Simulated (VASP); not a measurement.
# AlGa3N4 (P-4m2) in VASP: a series of runs

AlGa3N4 is run at these levels: r2SCAN; tasks: single point.

All numbers are computed with VASP 6.6.1; they aren't measurements. Logs are shortened: lines on timing, memory, paths and dates and some standing lists are left out, and cuts for length are marked.

## 1. The cell of the first run

Symmetry: P-4m2, No. 115, tetragonal system. The conventional cell has a = 3.193 Å, b = 3.193 Å, c = 9.007 Å, α = 90.00°, β = 90.00°, γ = 90.00°. Al (site symmetry -4m2) has 4 N at 1.91 Å within 2.5 Å. Within 2.6 Å of Ga (site symmetry 2mm) lie 4 N at 1.97 Å. Ga (site symmetry -4m2) has 4 N at 1.96 Å within 2.6 Å. Within 2.5 Å of N (site symmetry 2mm) lie 2 Al at 1.91 Å and 2 Ga at 1.97 Å. N (site symmetry 2mm) has 4 Ga at 1.96 to 1.97 Å within 2.6 Å.

## 2. Single point, r2SCAN

POSCAR

```
AlGa3N4
1.0
    3.1929258782      0.0000000000      0.0000000000
    0.0000000000      3.1929258782      0.0000000000
    0.0000000000      0.0000000000      9.0066911826
Al Ga N
1 3 4
Direct
    0.5000000000      0.5000000000      0.0000000000
    0.0000000000      0.0000000000      0.7545476341
    0.0000000000      0.0000000000      0.2454523659
    0.5000000000      0.5000000000      0.5000000000
    0.5000000000      0.0000000000      0.8830153804
    0.0000000000      0.5000000000      0.1169846196
    0.5000000000      0.0000000000      0.3728708887
    0.0000000000      0.5000000000      0.6271291113
```

INCAR.step1

```
SYSTEM = AlGa3N4
  PREC = Accurate
  ENCUT = 520
  ISMEAR = 0
  SIGMA = 0.02
  LREAL = .False.
  LASPH = .True.
  NELM = 60
  NBANDS = 41
  GGA = PE
  ALGO = Normal
  EDIFF = 1E-4
  LWAVE = .True.
  LCHARG = .False.
```

INCAR.step2

```
SYSTEM = AlGa3N4
  PREC = Accurate
  ENCUT = 520
  EDIFF = 1E-7
  ISMEAR = 0
  SIGMA = 0.02
  LREAL = .False.
  LASPH = .True.
  NELM = 60
  ALGO = Normal
  ISIF = 2
  LWAVE = .False.
  LCHARG = .False.
  METAGGA = R2SCAN
  LMIXTAU = .True.
  NBANDS = 41
  ISTART = 1
```

KPOINTS

```
regular mesh
0
Gamma
  8 8 4
  0 0 0
```

Potentials or basis: VASP PAW PBE potentials, release 64 (Al, Ga_d, N).

Started as:

```sh
$ cat potpaw_PBE.64/Al/POTCAR potpaw_PBE.64/Ga_d/POTCAR potpaw_PBE.64/N/POTCAR > POTCAR
$ cp INCAR.step1 INCAR
$ mpirun -np 1 vasp_std > vasp.out
$ cp INCAR.step2 INCAR
$ mpirun -np 1 vasp_std > vasp.out
```

OUTCAR:

```text
SYSTEM = AlGa3N4
   PREC = Accurate
   ENCUT = 520
   EDIFF = 1E-7
   ISMEAR = 0
   LREAL = .False.
   LASPH = .True.
   NELM = 60
   ISIF = 2
   METAGGA = R2SCAN
   ISTART = 1

 ion  position               nearest neighbor table
   1  0.500  0.500  0.000-   5 1.91   6 1.91   5 1.91   6 1.91
   2  0.000  0.000  0.755-   8 1.97   8 1.97   5 1.97   5 1.97
   3  0.000  0.000  0.245-   7 1.97   7 1.97   6 1.97   6 1.97
   4  0.500  0.500  0.500-   7 1.96   8 1.96   7 1.96   8 1.96
   5  0.500  0.000  0.883-   1 1.91   1 1.91   2 1.97   2 1.97
   6  0.000  0.500  0.117-   1 1.91   1 1.91   3 1.97   3 1.97
   7  0.500  0.000  0.373-   4 1.96   4 1.96   3 1.97   3 1.97
   8  0.000  0.500  0.627-   4 1.96   4 1.96   2 1.97   2 1.97

  LATTYP: Found a simple tetragonal cell.
 ALAT       =     3.1929258782
 C/A-ratio  =     2.8208268924

  Lattice vectors:

 A1 = (   3.1929258782,   0.0000000000,   0.0000000000)
 A2 = (   0.0000000000,   3.1929258782,   0.0000000000)
 A3 = (   0.0000000000,   0.0000000000,   9.0066911826)

Analysis of symmetry for initial positions (statically):
=====================================================================
 Subroutine PRICEL returns:
 Original cell was already a primitive cell.

 Routine SETGRP: Setting up the symmetry group for a
 simple tetragonal supercell.

 Subroutine GETGRP returns: Found  8 space group operations
 (whereof  8 operations were pure point group operations)
 out of a pool of 16 trial point group operations.

The static configuration has the point symmetry D_2d.

Analysis of symmetry for dynamics (positions and initial velocities):
=====================================================================
 Subroutine PRICEL returns:
 Original cell was already a primitive cell.

 Routine SETGRP: Setting up the symmetry group for a
 simple tetragonal supercell.

 Subroutine GETGRP returns: Found  8 space group operations
 (whereof  8 operations were pure point group operations)
 out of a pool of 16 trial point group operations.

The dynamic configuration has the point symmetry D_2d.

 Subroutine INISYM returns: Found  8 space group operations
 (whereof  8 operations are pure point group operations),
 and found     1 'primitive' translations

----------------------------------------------------------------------------------------

                                     Primitive cell

  volume of cell :      91.8212

  direct lattice vectors                    reciprocal lattice vectors
     3.192925878  0.000000000  0.000000000     0.313192363  0.000000000  0.000000000
     0.000000000  3.192925878  0.000000000     0.000000000  0.313192363  0.000000000
     0.000000000  0.000000000  9.006691183     0.000000000  0.000000000  0.111028565

  length of vectors
     3.192925878  3.192925878  9.006691183     0.313192363  0.313192363  0.111028565

  position of ions in fractional coordinates (direct lattice)
     0.500000000  0.500000000  0.000000000
     0.000000000  0.000000000  0.754547634
     0.000000000  0.000000000  0.245452366
     0.500000000  0.500000000  0.500000000
     0.500000000  0.000000000  0.883015380
     0.000000000  0.500000000  0.116984620
     0.500000000  0.000000000  0.372870889
     0.000000000  0.500000000  0.627129111

  ion indices of the primitive-cell ions
   primitive index   ion index
                 1           1
                 2           2
                 3           3
                 4           4
                 5           5
                 6           6
                 7           7
                 8           8

----------------------------------------------------------------------------------------

 KPOINTS: regular mesh

Automatic generation of k-mesh.
 Grid dimensions read from file:
 generate k-points for:    8    8    4

 Generating k-lattice:

  Cartesian coordinates                     Fractional coordinates (reciprocal lattice)
     0.039149045  0.000000000  0.000000000     0.125000000  0.000000000  0.000000000
     0.000000000  0.039149045  0.000000000     0.000000000  0.125000000  0.000000000
     0.000000000  0.000000000  0.027757141     0.000000000  0.000000000  0.250000000

  Length of vectors
     0.039149045  0.039149045  0.027757141

  Shift w.r.t. Gamma in fractional coordinates (k-lattice)
     0.000000000  0.000000000  0.000000000

 Subroutine IBZKPT returns following result:
 ===========================================

 Found     45 irreducible k-points:

 Following reciprocal coordinates:
            Coordinates               Weight
  0.000000  0.000000  0.000000      1.000000
  0.125000  0.000000  0.000000      4.000000
  0.250000  0.000000  0.000000      4.000000
  0.375000  0.000000  0.000000      4.000000
  0.500000  0.000000  0.000000      2.000000
  0.125000  0.125000  0.000000      4.000000
[... 16 lines left out ...]
  0.375000  0.125000  0.250000     16.000000
  0.500000  0.125000  0.250000      8.000000
 [... further k-points ...]
   k-points           NKPTS =     45   k-points in BZ     NKDIM =     45   number of bands    NBANDS=     41
   number of dos      NEDOS =    301   number of ions     NIONS =      8
   total plane-waves  NPLWV =  40320
   dimension x,y,z NGX =    24 NGY =   24 NGZ =   70
   dimension x,y,z NGXF=    48 NGYF=   48 NGZF=  140
   ions per type =               1   3   4
   NGX,Y,Z   is equivalent  to a cutoff of  12.50, 12.50, 12.92 a.u.
   NGXF,Y,Z  is equivalent  to a cutoff of  24.99, 24.99, 25.84 a.u.
 SYSTEM =  AlGa3N4
   PREC   = accura    normal or accurate (medium, high low for compatibility)
   ISTART =      1    job   : 0-new  1-cont  2-samecut
   ICHARG =      0    charge: 1-file 2-atom 10-const
   ISPIN  =      1    spin polarized calculation?
   LNONCOLLINEAR =      F non collinear calculations
   LSORBIT =      F    spin-orbit coupling
   LASPH  =      T    aspherical Exc in radial PAW
   ENCUT  =  520.0 eV  38.22 Ry    6.18 a.u.   5.94  5.94 16.75*2*pi/ulx,y,z
   NELM   =     60;   NELMIN=  2; NELMDL=  0     # of ELM steps
   EDIFF  = 0.1E-06   stopping-criterion for ELM
   LREAL  =      F    real-space projection
   EDIFFG = 0.1E-05   stopping-criterion for IOM
   NSW    =      0    number of steps for IOM
   IBRION =     -1    ionic relax: 0-MD 1-quasi-New 2-CG
   NFREE  =      0    steps in history (QN), initial steepest desc. (CG)
   ISIF   =      2    stress and relaxation
   ISYM   =      2    0-nonsym 1-usesym 2-fastsym
   POTIM  = 0.5000    time-step for ionic-motion
   TEBEG  =    0.0;   TEEND  =   0.0 temperature during run
   PSTRESS=    0.0 pullay stress
   NELECT =      62.0000    total number of electrons
   NUPDOWN=      -1.0000    fix difference up-down
   EMIN   =  10.00;   EMAX   =-10.00  energy-range for DOS
   EFERMI =   0.00;   METHOD = LEGACY
   ISMEAR =     0;   SIGMA  =   0.02  broadening in eV -4-tet -1-fermi 0-gaus
   EFERMI_NEDOS =   21; number of points for ismear=-14 and -15
   IALGO  =     38    algorithm
   IMIX   =      4    mixing-type and parameters
     AMIX     =   0.40;   BMIX     =  1.00
     AMIX_MAG =   1.60;   BMIX_MAG =  1.00
  volume/ion in A,a.u.               =      11.48        77.46
  Fermi-wavevector in a.u.,A,eV,Ry     =   1.436231  2.714084 28.065562  2.062761
  Thomas-Fermi vector in A             =   2.555442
   LORBIT       =      0    0 simple, 1 ext, 2 COOP (PROOUT), +10 PAW based schemes
   METAGGA = R2SCAN    functional components
   LHFCALC =     F    Hartree Fock is set to
   AEXX    =    0.0000 exact exchange contribution
   IVDW    =     0    specifies the selected vdW correction
   LEPSILON=     F    determine dielectric tensor
   LRPA    =     F    only Hartree local field effects (RPA)
 non-spin polarized calculation
 Gauss-broadening in eV      SIGMA  =   0.02
  energy-cutoff  :      520.00
  volume of cell :       91.82
 maximum number of plane-waves:      2509
 NGX is ok and might be reduce to    24
   NGX = 11   NGY = 11   NGZ = 33

 number of electron      61.9999984 magnetization

 Free energy of the ion-electron system (eV)
  ---------------------------------------------------
  ext. energy  EPLUGINS =         0.00000000
  ---------------------------------------------------
  free energy    TOTEN  =       -84.82067298 eV

  energy without entropy =      -84.82067298  energy(sigma->0) =      -84.82067298

 E-fermi :   5.0774     XC(G=0): -12.2110

 val. band max:        4.9490529585   @ k =   0.0000   0.0000   0.0000
 cond. band min:       7.4393612684   @ k =   0.0000   0.0000   0.0000
 fundamental gap:      2.4903083099
 Fermi energy:         5.0774305942

 k-point     1 :       0.0000    0.0000    0.0000
  band No.  band energies     occupation
      1     -11.3915      2.00000
      2     -10.6865      2.00000
      3     -10.6435      2.00000
      4      -9.9524      2.00000
      5      -8.6808      2.00000
      6      -8.6808      2.00000
[... 33 lines left out ...]
     40      16.1884      0.00000
     41      16.3383      0.00000

 k-point     2 :       0.1250    0.0000    0.0000
  band No.  band energies     occupation
      1     -11.2760      2.00000
      2     -10.6339      2.00000
      3     -10.6065      2.00000
      4      -9.9411      2.00000
      5      -8.6732      2.00000
      6      -8.6583      2.00000
[... 33 lines left out ...]
     40      16.0594      0.00000
     41      16.3547      0.00000

 k-point     3 :       0.2500    0.0000    0.0000
  band No.  band energies     occupation
      1     -10.9833      2.00000
      2     -10.5402      2.00000
      3     -10.4934      2.00000
      4      -9.9266      2.00000
      5      -8.6562      2.00000
      6      -8.6530      2.00000
[... 33 lines left out ...]
     40      15.6507      0.00000
     41      16.1366      0.00000

 k-point     4 :       0.3750    0.0000    0.0000
  band No.  band energies     occupation
      1     -10.6830      2.00000
      2     -10.5006      2.00000
      3     -10.3110      2.00000
      4      -9.9471      2.00000
      5      -8.6461      2.00000
      6      -8.6278      2.00000
[... 825 lines left out ...]
     40      15.4727      0.00000
     41      15.7785      0.00000

 k-point    23 :       0.3750    0.1250    0.2500
  band No.  band energies     occupation
      1     -10.6239      2.00000
      2     -10.4824      2.00000
      3     -10.2543      2.00000
      4      -9.9226      2.00000
      5      -8.6234      2.00000
      6      -8.6168      2.00000
[... 33 lines left out ...]
     40      15.6036      0.00000
     41      15.7309      0.00000

 k-point    24 :       0.5000    0.1250    0.2500
  band No.  band energies     occupation
      1     -10.5012      2.00000
      2     -10.4999      2.00000
      3     -10.1321      2.00000
      4      -9.9605      2.00000
      5      -8.6190      2.00000
      6      -8.6129      2.00000
[... 33 lines left out ...]
     40      15.3747      0.00000
     41      15.5550      0.00000

 [... further k-points ...]
[... 5 lines left out ...]
  --------------------------------------------------------------------------------------
  -------------------------------------------------------------------------------------
  Total       -3.0026771     -3.0026771     -2.9054089      0.0000000      0.0000000      0.0000000
  in kB      -52.3933621    -52.3933621    -50.6961415      0.0000000      0.0000000      0.0000000
  external PRESSURE =     -51.8276219 kB  Pullay stress =       0.0000000 kB

 VOLUME and BASIS-vectors are now :
 -----------------------------------------------------------------------------
  energy-cutoff  :      520.00
  volume of cell :       91.82
      direct lattice vectors                 reciprocal lattice vectors
     3.192925878  0.000000000  0.000000000     0.313192363  0.000000000  0.000000000
     0.000000000  3.192925878  0.000000000     0.000000000  0.313192363  0.000000000
     0.000000000  0.000000000  9.006691183     0.000000000  0.000000000  0.111028565

 POSITION                                       TOTAL-FORCE (eV/Angst)
 -----------------------------------------------------------------------------------
      1.59646      1.59646      0.00000         0.000000     -0.000000      0.000000
      0.00000      0.00000      6.79598         0.000000      0.000000     -0.024437
      0.00000      0.00000      2.21071         0.000000     -0.000000      0.024437
      1.59646      1.59646      4.50335         0.000000     -0.000000      0.000000
      1.59646      0.00000      7.95305         0.000000     -0.000000     -0.002237
      0.00000      1.59646      1.05364         0.000000      0.000000      0.002237
      1.59646      0.00000      3.35833        -0.000000     -0.000000     -0.002640
      0.00000      1.59646      5.64836         0.000000     -0.000000      0.002640
 -----------------------------------------------------------------------------------
    total drift:                                0.000000      0.000000     -0.000000

  FREE ENERGIE OF THE ION-ELECTRON SYSTEM (eV)
  ---------------------------------------------------
  free  energy   TOTEN  =       -84.8206729810 eV

  energy  without entropy=      -84.8206729810  energy(sigma->0) =      -84.82067298
```

It took 5.3 min on 1 thread of AMD EPYC 9R45 (Zen 5), shared host; peak memory 0.26 GiB.

Results:

| Quantity | Value |
| --- | --- |
| Free energy | -84.8207 eV |
| Pressure | -5.2 GPa |
| Largest force | 0.024 eV/Å |
| Band gap on the k mesh | 2.49 eV |

Forces in eV/Å, atoms in the order of the input:
```
Al   0.000  0.000  0.000
Ga   0.000  0.000 -0.024
Ga   0.000  0.000  0.024
Ga   0.000  0.000  0.000
N    0.000  0.000 -0.002
N    0.000  0.000  0.002
N    0.000  0.000 -0.003
N    0.000  0.000  0.003
```

Levels at points of the mesh, in eV from the valence-band top:
```tsv
k point	band 29	band 30	band 31	band 32	band 33	band 34
(0.00, 0.00, 0.00)	-0.10	0.00	0.00	2.49	3.84	5.32
(0.50, 0.00, 0.00)	-0.80	-0.79	-0.77	5.23	5.70	7.14
(0.50, 0.50, 0.00)	-2.48	-2.48	-2.48	3.75	3.75	6.68
(0.00, 0.00, 0.50)	-0.63	-0.28	-0.28	3.62	4.17	4.52
(0.50, 0.00, 0.50)	-0.87	-0.79	-0.78	5.99	6.05	6.20
(0.50, 0.50, 0.50)	-2.93	-2.88	-2.88	4.87	4.87	5.14
```

Caveat: the cell stands under tension; the PAW data sets were made with another functional, which shifts forces and pressure a little.

[end of part 1 of 2]
